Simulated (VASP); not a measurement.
# Zr (P6_3/mmc) in VASP: single point with PBE

Aim: the single point of Zr with PBE.

All numbers are computed with VASP 6.6.1; they aren't measurements. Logs are shortened: lines on timing, memory, paths and dates and some standing lists are left out, and cuts for length are marked.

### Step 1. The cell of the first run

It takes space group P6_3/mmc (No. 194, hexagonal). The conventional cell has a = 3.232 Å, b = 3.232 Å, c = 5.147 Å, α = 90.00°, β = 90.00°, γ = 120.00°. Zr (site symmetry -6m2) has 12 Zr at 3.18 to 3.23 Å within 4.2 Å.

### Step 2. Single point, PBE, non-collinear spin, zero start, spin-orbit coupling

The input, INCAR:

```
ALGO = Normal
EDIFF = 1E-6
ENCUT = 520
GGA = PE
GGA_COMPAT = F
ISIF = 2
ISMEAR = -1
LASPH = T
LCHARG = F
LMAXMIX = 4
LORBIT = 11
LORBMOM = T
LREAL = F
LSORBIT = T
LWAVE = F
MAGMOM = 0 0 0 0 0 0
NBANDS = 36
NELM = 150
PREC = Accurate
SIGMA = 0.03
```

The input, KPOINTS:

```
k-points
0
Gamma
  13 13 7
```

The input, POSCAR:

```
Zr
1.0
    3.2319982225      0.0000000000      0.0000000000
   -1.6159991112      2.7989925656      0.0000000000
    0.0000000000      0.0000000000      5.1470000000
Zr
2
Direct
    0.3333333333      0.6666666667      0.2500000000
    0.6666666667      0.3333333333      0.7500000000
```

Potentials or basis: VASP PAW PBE potentials, release 64 (Zr_sv).

On the command line:

```sh
$ cat potpaw_PBE.64/Zr_sv/POTCAR > POTCAR
$ mpirun -np 1 vasp_ncl > vasp.out
```

OUTCAR:

```text
EDIFF = 1E-6
   ENCUT = 520
   GGA = PE
   ISIF = 2
   ISMEAR = -1
   LASPH = T
   LORBIT = 11
   LREAL = F
   LSORBIT = T
   NELM = 150
   PREC = Accurate

 ion  position               nearest neighbor table
   1  0.333  0.667  0.250-   2 3.18   2 3.18   2 3.18   2 3.18   2 3.18   2 3.18
   2  0.667  0.333  0.750-   1 3.18   1 3.18   1 3.18   1 3.18   1 3.18   1 3.18

  LATTYP: Found a hexagonal cell.
 ALAT       =     3.2319982225
 C/A-ratio  =     1.5925132521

  Lattice vectors:

 A1 = (   3.2319982225,   0.0000000000,   0.0000000000)
 A2 = (  -1.6159991112,   2.7989925656,   0.0000000000)
 A3 = (   0.0000000000,   0.0000000000,   5.1470000000)

Analysis of symmetry for initial positions (statically):
=====================================================================
 Subroutine PRICEL returns:
 Original cell was already a primitive cell.

 Routine SETGRP: Setting up the symmetry group for a
 hexagonal supercell.

 Subroutine GETGRP returns: Found 24 space group operations
 (whereof 12 operations were pure point group operations)
 out of a pool of 24 trial point group operations.

The static configuration has the point symmetry D_3d.
 The point group associated with its full space group is D_6h.

Analysis of symmetry for dynamics (positions and initial velocities):
=====================================================================
 Subroutine PRICEL returns:
 Original cell was already a primitive cell.

 Routine SETGRP: Setting up the symmetry group for a
 hexagonal supercell.

 Subroutine GETGRP returns: Found 24 space group operations
 (whereof 12 operations were pure point group operations)
 out of a pool of 24 trial point group operations.

The dynamic configuration has the point symmetry D_3d.
 The point group associated with its full space group is D_6h.

Analysis of structural, dynamic, and magnetic symmetry:
=====================================================================
 Subroutine PRICEL returns:
 Original cell was already a primitive cell.

 Routine SETGRP: Setting up the symmetry group for a
 hexagonal supercell.

 Subroutine GETGRP returns: Found 24 space group operations
 (whereof 12 operations were pure point group operations)
 out of a pool of 24 trial point group operations.

The overall configuration has the point symmetry D_3d.
 The point group associated with its full space group is D_6h.

 Subroutine INISYM returns: Found 24 space group operations
 (whereof 12 operations are pure point group operations),
 and found     1 'primitive' translations

----------------------------------------------------------------------------------------

                                     Primitive cell

  volume of cell :      46.5615

  direct lattice vectors                    reciprocal lattice vectors
     3.231998223  0.000000000  0.000000000     0.309406111  0.178635701  0.000000000
    -1.615999111  2.798992566  0.000000000     0.000000000  0.357271403  0.000000000
     0.000000000  0.000000000  5.147000000     0.000000000  0.000000000  0.194287935

  length of vectors
     3.231998223  3.231998222  5.147000000     0.357271403  0.357271403  0.194287935

  position of ions in fractional coordinates (direct lattice)
     0.333333333  0.666666667  0.250000000
     0.666666667  0.333333333  0.750000000

  ion indices of the primitive-cell ions
   primitive index   ion index
                 1           1
                 2           2

----------------------------------------------------------------------------------------

 KPOINTS: k-points

Automatic generation of k-mesh.
 Grid dimensions read from file:
 generate k-points for:   13   13    7

 Generating k-lattice:

  Cartesian coordinates                     Fractional coordinates (reciprocal lattice)
     0.023800470  0.013741208  0.000000000     0.076923077  0.000000000  0.000000000
     0.000000000  0.027482416  0.000000000     0.000000000  0.076923077  0.000000000
     0.000000000  0.000000000  0.027755419     0.000000000  0.000000000  0.142857143

  Length of vectors
     0.027482416  0.027482416  0.027755419

  Shift w.r.t. Gamma in fractional coordinates (k-lattice)
     0.000000000  0.000000000  0.000000000

 Subroutine IBZKPT returns following result:
 ===========================================

 Found     84 irreducible k-points:

 Following reciprocal coordinates:
            Coordinates               Weight
  0.000000  0.000000  0.000000      1.000000
  0.076923 -0.000000  0.000000      6.000000
  0.153846 -0.000000  0.000000      6.000000
  0.230769 -0.000000  0.000000      6.000000
[... 43 lines left out ...]
   IBRION =     -1    ionic relax: 0-MD 1-quasi-New 2-CG
   NFREE  =      0    steps in history (QN), initial steepest desc. (CG)
   ISIF   =      2    stress and relaxation
   ISYM   =      2    0-nonsym 1-usesym 2-fastsym
   POTIM  = 0.5000    time-step for ionic-motion
   TEBEG  =    0.0;   TEEND  =   0.0 temperature during run
   PSTRESS=    0.0 pullay stress
   NELECT =      24.0000    total number of electrons
   NUPDOWN=      -1.0000    fix difference up-down
   EMIN   =  10.00;   EMAX   =-10.00  energy-range for DOS
   EFERMI =   0.00;   METHOD = LEGACY
   ISMEAR =    -1;   SIGMA  =   0.03  broadening in eV -4-tet -1-fermi 0-gaus
   EFERMI_NEDOS =   21; number of points for ismear=-14 and -15
   IALGO  =     38    algorithm
   IMIX   =      4    mixing-type and parameters
     AMIX     =   0.40;   BMIX     =  1.00
     AMIX_MAG =   1.60;   BMIX_MAG =  1.00
  volume/ion in A,a.u.               =      23.28       157.11
  Fermi-wavevector in a.u.,A,eV,Ry     =   1.312612  2.480476 23.442147  1.722949
  Thomas-Fermi vector in A             =   2.442992
   LORBIT       =     11    0 simple, 1 ext, 2 COOP (PROOUT), +10 PAW based schemes
   GGA     = PE    functional components
   LHFCALC =     F    Hartree Fock is set to
   AEXX    =    0.0000 exact exchange contribution
   IVDW    =     0    specifies the selected vdW correction
   LEPSILON=     F    determine dielectric tensor
   LRPA    =     F    only Hartree local field effects (RPA)
  energy-cutoff  :      520.00
  volume of cell :       46.56
 maximum number of plane-waves:      2550
   NGX = 13   NGY = 13   NGZ = 19

 number of electron      24.0000000 magnetization       0.0000000      0.0000000      0.0000000

 number of electron      24.0000000 magnetization       0.0000000     -0.0000000     -0.0000000

 number of electron      24.0000000 magnetization       0.0000000     -0.0000000      0.0000000

 Free energy of the ion-electron system (eV)
  ---------------------------------------------------
  ext. energy  EPLUGINS =         0.00000000
  ---------------------------------------------------
  free energy    TOTEN  =       -17.18488305 eV

  energy without entropy =      -17.17778125  energy(sigma->0) =      -17.18133215

 E-fermi :   9.0167     XC(G=0): -11.0823

 val. band max:        9.0036309145   @ k =   0.3077   0.2308   0.2857
 cond. band min:       9.0230547005   @ k =   0.3077   0.3077   0.4286
 fundamental gap:      0.0194237860
 Fermi energy:         9.0166807753

 k-point     1 :       0.0000    0.0000    0.0000
  band No.  band energies     occupation
      1     -39.8457      1.00000
      2     -39.8457      1.00000
      3     -39.6913      1.00000
      4     -39.6913      1.00000
      5     -19.0428      1.00000
      6     -19.0428      1.00000
[... 925 lines left out ...]
     35      11.2903      0.00000
     36      11.2903      0.00000

 [... further k-points ...]

------------------------ aborting loop because EDIFF is reached ----------------------------------------

  FORCE on cell =-STRESS in cart. coord.  units (eV):
  Direction    XX          YY          ZZ          XY          YZ          ZX
  --------------------------------------------------------------------------------------
  -------------------------------------------------------------------------------------
  Total        0.0479357      0.0479357      0.3052435      0.0000000      0.0000000      0.0000000
  in kB        1.6494638      1.6494638     10.5034006      0.0000000      0.0000000      0.0000000
  external PRESSURE =       4.6007761 kB  Pullay stress =       0.0000000 kB

 VOLUME and BASIS-vectors are now :
 -----------------------------------------------------------------------------
  energy-cutoff  :      520.00
  volume of cell :       46.56
      direct lattice vectors                 reciprocal lattice vectors
     3.231998223  0.000000000  0.000000000     0.309406111  0.178635701  0.000000000
    -1.615999111  2.798992566  0.000000000     0.000000000  0.357271403  0.000000000
     0.000000000  0.000000000  5.147000000     0.000000000  0.000000000  0.194287935

 POSITION                                       TOTAL-FORCE (eV/Angst)
 -----------------------------------------------------------------------------------
     -0.00000      1.86600      1.28675        -0.000000      0.000000      0.000000
      1.61600      0.93300      3.86025         0.000000     -0.000000      0.000000
 -----------------------------------------------------------------------------------
    total drift:                               -0.000000      0.000000     -0.000000

  FREE ENERGIE OF THE ION-ELECTRON SYSTEM (eV)
  ---------------------------------------------------
  free  energy   TOTEN  =       -17.1848830483 eV

  energy  without entropy=      -17.1777812484  energy(sigma->0) =      -17.18133215

 orbital moment (x)

 # of ion     p       d       tot
 ----------------------------------------
  1         0.000  -0.000  -0.000
  2         0.000   0.000   0.000
 ----------------------------------------
            0.000  -0.000  -0.000

 orbital moment (y)

 # of ion     p       d       tot
 ----------------------------------------
  1        -0.000   0.000   0.000
  2        -0.000  -0.000  -0.000
 ----------------------------------------
           -0.000   0.000   0.000

 orbital moment (z)

 # of ion     p       d       tot
 ----------------------------------------
  1         0.000  -0.000  -0.000
  2         0.000  -0.000  -0.000
 ----------------------------------------
            0.000  -0.000  -0.000

 Spin-Orbit-Coupling matrix elements

 Ion:    1  E_soc:     -0.1433632
 l=   1
     0.0000000    -0.0231496    -0.0232569
    -0.0231496     0.0000000    -0.0231496
    -0.0232569    -0.0231496     0.0000000
 l=   2
     0.0000000    -0.0001263     0.0000000    -0.0001263    -0.0005821
    -0.0001263     0.0000000    -0.0004556    -0.0001269    -0.0001263
     0.0000000    -0.0004556     0.0000000    -0.0004556     0.0000000
    -0.0001263    -0.0001269    -0.0004556     0.0000000    -0.0001263
    -0.0005821    -0.0001263     0.0000000    -0.0001263     0.0000000
 l=   3
     0.0000000     0.0000000     0.0000000     0.0000000     0.0000000     0.0000000     0.0000000
     0.0000000     0.0000000     0.0000000     0.0000000     0.0000000     0.0000000     0.0000000
     0.0000000     0.0000000     0.0000000     0.0000000     0.0000000     0.0000000     0.0000000
     0.0000000     0.0000000     0.0000000     0.0000000     0.0000000     0.0000000     0.0000000
     0.0000000     0.0000000     0.0000000     0.0000000     0.0000000     0.0000000     0.0000000
     0.0000000     0.0000000     0.0000000     0.0000000     0.0000000     0.0000000     0.0000000
     0.0000000     0.0000000     0.0000000     0.0000000     0.0000000     0.0000000     0.0000000

 Ion:    2  E_soc:     -0.1433632
 l=   1
     0.0000000    -0.0231496    -0.0232569
    -0.0231496     0.0000000    -0.0231496
    -0.0232569    -0.0231496     0.0000000
 l=   2
     0.0000000    -0.0001263     0.0000000    -0.0001263    -0.0005821
    -0.0001263     0.0000000    -0.0004556    -0.0001269    -0.0001263
     0.0000000    -0.0004556     0.0000000    -0.0004556     0.0000000
    -0.0001263    -0.0001269    -0.0004556     0.0000000    -0.0001263
    -0.0005821    -0.0001263     0.0000000    -0.0001263     0.0000000
 l=   3
     0.0000000     0.0000000     0.0000000     0.0000000     0.0000000     0.0000000     0.0000000
     0.0000000     0.0000000     0.0000000     0.0000000     0.0000000     0.0000000     0.0000000
     0.0000000     0.0000000     0.0000000     0.0000000     0.0000000     0.0000000     0.0000000
     0.0000000     0.0000000     0.0000000     0.0000000     0.0000000     0.0000000     0.0000000
     0.0000000     0.0000000     0.0000000     0.0000000     0.0000000     0.0000000     0.0000000
     0.0000000     0.0000000     0.0000000     0.0000000     0.0000000     0.0000000     0.0000000
     0.0000000     0.0000000     0.0000000     0.0000000     0.0000000     0.0000000     0.0000000

 total charge

# of ion       s       p       d       tot
------------------------------------------
    1        2.233   5.961   1.625   9.819
    2        2.233   5.961   1.625   9.819
--------------------------------------------------
tot          4.466  11.921   3.251  19.638

 magnetization (x)

# of ion       s       p       d       tot
------------------------------------------
    1        0.000   0.000  -0.000  -0.000
    2       -0.000  -0.000   0.000   0.000
--------------------------------------------------
tot          0.000   0.000   0.000   0.000

 magnetization (y)

# of ion       s       p       d       tot
------------------------------------------
    1        0.000   0.000   0.000   0.000
    2        0.000   0.000   0.000   0.000
--------------------------------------------------
tot          0.000   0.000   0.000   0.000

 magnetization (z)

# of ion       s       p       d       tot
------------------------------------------
    1        0.000   0.000   0.000   0.000
    2        0.000   0.000   0.000   0.000
--------------------------------------------------
tot          0.000   0.000   0.000   0.000
```

Wall time 4.8 min (1 thread of Intel Xeon 8259CL, shared host); peak memory 0.37 GiB.

Results:

* Free energy: -17.1849 eV
* Pressure: 0.5 GPa
* Net moment: 0.00 μB per cell
* Valence electrons inside the program's atomic spheres: Zr 9.82

Moments on the atoms (μB; x, y, z):
```
Zr  0.00 0.00 0.00
Zr  0.00 0.00 0.00
```
